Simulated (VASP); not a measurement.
Te2Mo: single point with r2SCAN+rVV10

Crystal: Te2Mo.

```
Te Mo
1.0
     3.54026    0.00000    0.00000
    -1.77013    3.06596    0.00000
     0.00000    0.00000   22.00656
Te Mo
6 3
Cartesian
  0.0000 0.0000 20.2115
  0.0000 2.0440 13.1211
  0.0000 2.0440 5.2955
  0.0000 2.0440 16.7111
  0.0000 2.0440 8.8855
  0.0000 0.0000 1.7950
  0.0000 0.0000 14.9155
  0.0000 0.0000 7.0911
  0.0000 2.0440 0.0000
```

```yaml
Program: VASP 6.6.1
Task: single point
Functional: r2SCAN
Dispersion: rVV10
Potentials_or_basis: VASP PAW PBE potentials, release 64 (Te, Mo_sv)
Cutoff: 550 eV
k_mesh: 9 × 9 × 2
Occupations: gaussian, width 0.02 eV
Spin: no spin polarisation
Dipole_correction: no
Further_INCAR_settings: ALGO = Normal; EDIFF = 1e-06; NBANDS = 49
```

```
Pressure               : 0.4 GPa
Largest force          : 0.055 eV/Å
Band gap on the k mesh : 1.01 eV (least direct gap 1.11 eV)
```

Forces in eV/Å, atoms in the order of the input:
```
Te   0.000  0.000 -0.051
Te   0.000  0.000 -0.055
Te   0.000  0.000 -0.051
Te   0.000  0.000  0.051
Te   0.000  0.000  0.055
Te   0.000  0.000  0.051
Mo   0.000  0.000  0.000
Mo   0.000  0.000  0.000
Mo   0.000  0.000  0.000
```

Stress tensor (GPa, compression positive):
```
0.37 0.00 0.00
0.00 0.37 0.00
0.00 0.00 0.45
```

Levels at points of the mesh, in eV from the valence-band top:
| k point | band 37 | band 38 | band 39 | band 40 | band 41 | band 42 |
| --- | --- | --- | --- | --- | --- | --- |
| (0.00, 0.00, 0.00) | -0.80 | -0.13 | -0.01 | 3.05 | 3.05 | 3.07 |
| (0.00, 0.00, 0.50) | -0.51 | -0.20 | 0.00 | 3.04 | 3.04 | 3.10 |

Run time: 43 min on 1 thread of Intel Xeon 8259CL, with other jobs on the host, peak memory 0.99 GiB.

Caveat: the PAW data sets were made with another functional, which shifts forces and pressure a little; spin-orbit coupling is left out, which moves the levels of the heavy elements; an odd mesh through Γ misses points on the zone boundary, where band edges can lie.
